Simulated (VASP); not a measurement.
Crystal: Fe.

```
CELL_PARAMETERS angstrom
-1.43300 1.43300 1.43300
1.43300 -1.43300 1.43300
1.43300 1.43300 -1.43300
ATOMIC_POSITIONS crystal
Fe 0.00000 0.00000 0.00000
```

Program: VASP 6.6.1. Alike in all runs: task single point; cell as given; k mesh 12 × 12 × 12; cutoff (eV) 600; smearing fermi-dirac 0.1 eV.

**Question.** Order these runs on this cell by their pressure, lowest first.
A. level LDA; potentials or basis VASP PAW LDA potentials, release 64 (Fe); spin collinear, ferromagnetic start
B. level PBE; potentials or basis VASP PAW PBE potentials, release 64 (Fe); spin collinear, ferromagnetic start
C. level LDA; potentials or basis VASP PAW LDA potentials, release 64 (Fe); spin off

**Answer.** C (-37.8 GPa), A (-23.4 GPa), B (-5.8 GPa).

Caveats: the cell stands under tension.
